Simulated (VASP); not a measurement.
# BAs (F-43m) in VASP: phonons with r2SCAN

Aim: the phonons of BAs with r2SCAN.

Everything below comes from runs of VASP 6.6.1. Logs are shortened: lines on timing, memory, paths and dates and some standing lists are left out, and cuts for length are marked.

**1. The cell of the first run**

Symmetry: F-43m, No. 216, cubic system. The conventional cell has a = 4.784 Å, b = 4.784 Å, c = 4.784 Å, α = 90.00°, β = 90.00°, γ = 90.00°. Within 2.7 Å of B (site symmetry -43m) lie 4 As at 2.07 Å. Within 2.7 Å of As (site symmetry -43m) lie 4 B at 2.07 Å.

**2. Phonons, r2SCAN**

The input, INCAR:

```
ALGO = Normal
EDIFF = 1E-8
ENCUT = 550
GGA_COMPAT = F
IBRION = 6
ISIF = 2
ISMEAR = 0
LASPH = T
LCHARG = F
LMIXTAU = T
LREAL = F
LWAVE = F
METAGGA = R2SCAN
NBANDS = 11
NELM = 120
NFREE = 2
NSW = 1
POTIM = 0.015
PREC = Accurate
SIGMA = 0.01
```

The input, KPOINTS:

```
k-points
0
Gamma
  8 8 8
```

The input, POSCAR:

```
BAs
1.0
    0.0000000000      2.3919292303      2.3919292303
    2.3919292303      0.0000000000      2.3919292303
    2.3919292303      2.3919292303      0.0000000000
B As
1 1
Direct
    0.0000000000      0.0000000000      0.0000000000
    0.2500000000      0.2500000000      0.2500000000
```

Potentials or basis: VASP PAW PBE potentials, release 64 (B, As).

The run is started by

```bash
> cat potpaw_PBE.64/B/POTCAR potpaw_PBE.64/As/POTCAR > POTCAR
> mpirun -np 1 vasp_std > vasp.out
```

OUTCAR:

```text
EDIFF = 1E-8
   ENCUT = 550
   IBRION = 6
   ISIF = 2
   ISMEAR = 0
   LASPH = T
   LREAL = F
   METAGGA = R2SCAN
   NELM = 120
   NFREE = 2
   NSW = 1
   POTIM = 0.015
   PREC = Accurate

 ion  position               nearest neighbor table
   1  0.000  0.000  0.000-   2 2.07   2 2.07   2 2.07   2 2.07
   2  0.250  0.250  0.250-   1 2.07   1 2.07   1 2.07   1 2.07

  LATTYP: Found a face centered cubic cell.
 ALAT       =     4.7838584606

  Lattice vectors:

 A1 = (   0.0000000000,   2.3919292303,   2.3919292303)
 A2 = (   2.3919292303,   0.0000000000,   2.3919292303)
 A3 = (   2.3919292303,   2.3919292303,   0.0000000000)

Analysis of symmetry for initial positions (statically):
=====================================================================
 Subroutine PRICEL returns:
 Original cell was already a primitive cell.

 Routine SETGRP: Setting up the symmetry group for a
 face centered cubic supercell.

 Subroutine GETGRP returns: Found 24 space group operations
 (whereof 24 operations were pure point group operations)
 out of a pool of 48 trial point group operations.

The static configuration has the point symmetry T_d .

Analysis of symmetry for dynamics (positions and initial velocities):
=====================================================================
 Subroutine PRICEL returns:
 Original cell was already a primitive cell.

 Routine SETGRP: Setting up the symmetry group for a
 face centered cubic supercell.

 Subroutine GETGRP returns: Found 24 space group operations
 (whereof 24 operations were pure point group operations)
 out of a pool of 48 trial point group operations.

The dynamic configuration has the point symmetry T_d .

 Subroutine INISYM returns: Found 24 space group operations
 (whereof 24 operations are pure point group operations),
 and found     1 'primitive' translations

----------------------------------------------------------------------------------------

                                     Primitive cell

  volume of cell :      27.3700

  direct lattice vectors                    reciprocal lattice vectors
     0.000000000  2.391929230  2.391929230    -0.209036285  0.209036285  0.209036285
     2.391929230  0.000000000  2.391929230     0.209036285 -0.209036285  0.209036285
     2.391929230  2.391929230  0.000000000     0.209036285  0.209036285 -0.209036285

  length of vectors
     3.382698758  3.382698758  3.382698758     0.362061466  0.362061466  0.362061466

  position of ions in fractional coordinates (direct lattice)
     0.000000000  0.000000000  0.000000000
     0.250000000  0.250000000  0.250000000

  ion indices of the primitive-cell ions
   primitive index   ion index
                 1           1
                 2           2

----------------------------------------------------------------------------------------

 KPOINTS: k-points

Automatic generation of k-mesh.
 Grid dimensions read from file:
 generate k-points for:    8    8    8

 Generating k-lattice:

  Cartesian coordinates                     Fractional coordinates (reciprocal lattice)
    -0.026129536  0.026129536  0.026129536     0.125000000  0.000000000  0.000000000
     0.026129536 -0.026129536  0.026129536     0.000000000  0.125000000  0.000000000
     0.026129536  0.026129536 -0.026129536     0.000000000  0.000000000  0.125000000

  Length of vectors
     0.045257683  0.045257683  0.045257683

  Shift w.r.t. Gamma in fractional coordinates (k-lattice)
     0.000000000  0.000000000  0.000000000

 Subroutine IBZKPT returns following result:
 ===========================================
[... 58 lines left out ...]
   PSTRESS=    0.0 pullay stress
   NELECT =       8.0000    total number of electrons
   NUPDOWN=      -1.0000    fix difference up-down
   EMIN   =  10.00;   EMAX   =-10.00  energy-range for DOS
   EFERMI =   0.00;   METHOD = LEGACY
   ISMEAR =     0;   SIGMA  =   0.01  broadening in eV -4-tet -1-fermi 0-gaus
   EFERMI_NEDOS =   21; number of points for ismear=-14 and -15
   IALGO  =     38    algorithm
   IMIX   =      4    mixing-type and parameters
     AMIX     =   0.40;   BMIX     =  1.00
     AMIX_MAG =   1.60;   BMIX_MAG =  1.00
  volume/ion in A,a.u.               =      13.69        92.35
  Fermi-wavevector in a.u.,A,eV,Ry     =   1.086459  2.053109 16.060211  1.180392
  Thomas-Fermi vector in A             =   2.222596
   LORBIT       =      0    0 simple, 1 ext, 2 COOP (PROOUT), +10 PAW based schemes
   METAGGA = R2SCAN    functional components
   LHFCALC =     F    Hartree Fock is set to
   AEXX    =    0.0000 exact exchange contribution
   IVDW    =     0    specifies the selected vdW correction
   LEPSILON=     F    determine dielectric tensor
   LRPA    =     F    only Hartree local field effects (RPA)
 finite differences with symmetry
 non-spin polarized calculation
 Gauss-broadening in eV      SIGMA  =   0.01
  energy-cutoff  :      550.00
  volume of cell :       27.37
 maximum number of plane-waves:       821
 NGX is ok and might be reduce to    28
   NGX = 13   NGY = 13   NGZ = 13

--------------------------------------- Ionic step        1  -------------------------------------------

 number of electron       8.0000000 magnetization

 Free energy of the ion-electron system (eV)
  ---------------------------------------------------
  ext. energy  EPLUGINS =         0.00000000
  ---------------------------------------------------
  free energy    TOTEN  =       -22.25459450 eV

  energy without entropy =      -22.25459450  energy(sigma->0) =      -22.25459450

------------------------ aborting loop because EDIFF is reached ----------------------------------------

  FORCE on cell =-STRESS in cart. coord.  units (eV):
  Direction    XX          YY          ZZ          XY          YZ          ZX
  --------------------------------------------------------------------------------------
  -------------------------------------------------------------------------------------
  Total        0.0410605      0.0410605      0.0410605      0.0000000     -0.0000000      0.0000000
  in kB        2.4035883      2.4035883      2.4035883      0.0000000     -0.0000000      0.0000000
  external PRESSURE =       2.4035883 kB  Pullay stress =       0.0000000 kB
[... 131 lines left out ...]
--------------------------------------- Ionic step        5  -------------------------------------------

 number of electron       8.0000000 magnetization

 Free energy of the ion-electron system (eV)
  ---------------------------------------------------
  ext. energy  EPLUGINS =         0.00000000
  ---------------------------------------------------
  free energy    TOTEN  =       -22.25267422 eV

  energy without entropy =      -22.25267422  energy(sigma->0) =      -22.25267422

 E-fermi :   6.2210     XC(G=0): -11.1134

 val. band max:        6.0882701222   @ k =   0.0000   0.0000   0.0000
 cond. band min:       7.3600680443   @ k =   0.0000   0.3750   0.3750
 fundamental gap:      1.2717979221
 Fermi energy:         6.2209920214

 k-point     1 :       0.0000    0.0000    0.0000
  band No.  band energies     occupation
      1     -10.1414      2.00000
      2       5.8641      2.00000
      3       5.9773      2.00000
      4       6.0883      2.00000
      5       9.3310      0.00000
      6       9.4152      0.00000
      7       9.5024      0.00000
      8      11.0711      0.00000
      9      16.3304      0.00000
     10      19.3992      0.00000
     11      19.3997      0.00000
[... 309 lines left out ...]
 k-point    24 :      -0.3750    0.2500    0.1250
  band No.  band energies     occupation
      1      -6.5099      2.00000
      2      -2.7806      2.00000
      3       1.1909      2.00000
      4       2.7859      2.00000
      5      10.3126      0.00000
      6      11.0522      0.00000
      7      13.9161      0.00000
      8      15.5852      0.00000
      9      16.8686      0.00000
     10      20.9426      0.00000
     11      22.1117      0.00000

 [... further k-points ...]

------------------------ aborting loop because EDIFF is reached ----------------------------------------

  FORCE on cell =-STRESS in cart. coord.  units (eV):
  Direction    XX          YY          ZZ          XY          YZ          ZX
  --------------------------------------------------------------------------------------
  -------------------------------------------------------------------------------------
  Total        0.0414446      0.0447988      0.0447988      0.0000000      0.1011355      0.0000000
  in kB        2.4260723      2.6224202      2.6224202      0.0000000      5.9202401      0.0000000
  external PRESSURE =       2.5569709 kB  Pullay stress =       0.0000000 kB
[... 17 lines left out ...]
  FREE ENERGIE OF THE ION-ELECTRON SYSTEM (eV)
  ---------------------------------------------------
  free  energy   TOTEN  =       -22.2526742163 eV

  energy  without entropy=      -22.2526742163  energy(sigma->0) =      -22.25267422

 INTERNAL STRAIN TENSORS FROM DISPLACED ATOMS
 ============================================

 INTERNAL STRAIN TENSOR FOR ION    1 for displacements in x,y,z  (eV/Angst):
          X           Y           Z          XY          YZ          ZX
  --------------------------------------------------------------------------------
  x    -0.00000     0.00000     0.00000     0.00000     6.73683     0.00000
  y    -0.00000    -0.00000    -0.00000     0.00000     0.00000     6.73683
  z     0.00000     0.00000    -0.00000     6.73683     0.00000     0.00000

 INTERNAL STRAIN TENSOR FOR ION    2 for displacements in x,y,z  (eV/Angst):
          X           Y           Z          XY          YZ          ZX
  --------------------------------------------------------------------------------
  x     0.00000     0.00000     0.00000     0.00000    -6.74142     0.00000
  y     0.00000     0.00000     0.00000     0.00000     0.00000    -6.74142
  z     0.00000     0.00000     0.00000    -6.74142     0.00000     0.00000

 Eigenvectors and eigenvalues of the dynamical matrix
 ----------------------------------------------------

   1 f  =   21.014521 THz   132.038133 2PiTHz  700.968984 cm-1    86.909038 meV
             X         Y         Z           dx          dy          dz
      0.000000  0.000000  0.000000     0.000000    0.934837    0.000000
      1.195965  1.195965  1.195965     0.000000   -0.355077    0.000000
[... 21 lines left out ...]
   6 f/i=    0.000658 THz     0.004134 2PiTHz    0.021947 cm-1     0.002721 meV
             X         Y         Z           dx          dy          dz
      0.000000  0.000000  0.000000     0.000000    0.000000   -0.355077
      1.195965  1.195965  1.195965     0.000000    0.000000   -0.934837

 ELASTIC MODULI CONTR FROM IONIC RELAXATION (kBar)
 Direction    XX          YY          ZZ          XY          YZ          ZX
 --------------------------------------------------------------------------------
 XX          -0.0000     -0.0000     -0.0000     -0.0000      0.0000      0.0000
 YY          -0.0000     -0.0000     -0.0000     -0.0000     -0.0000      0.0000
 ZZ          -0.0000     -0.0000     -0.0000      0.0000     -0.0000      0.0000
 XY          -0.0000     -0.0000      0.0000   -155.7429      0.0000      0.0000
 YZ           0.0000     -0.0000     -0.0000      0.0000   -155.7429      0.0000
 ZX           0.0000      0.0000      0.0000      0.0000      0.0000   -155.7429
 --------------------------------------------------------------------------------
```

Wall time 16 min (1 thread of AMD EPYC 7R13, shared host); peak memory 0.18 GiB.

What came out:

```
Highest phonon frequency at Γ, LO-TO splitting left out : 701 cm⁻¹
```

Phonon frequencies in cm⁻¹ (negative: imaginary):
| q point | frequencies |
| --- | --- |
| (0.000, 0.000, 0.000) | 0 0 0 701 701 701 |

Caveat: the PAW data sets were made with another functional, which shifts forces and pressure a little.
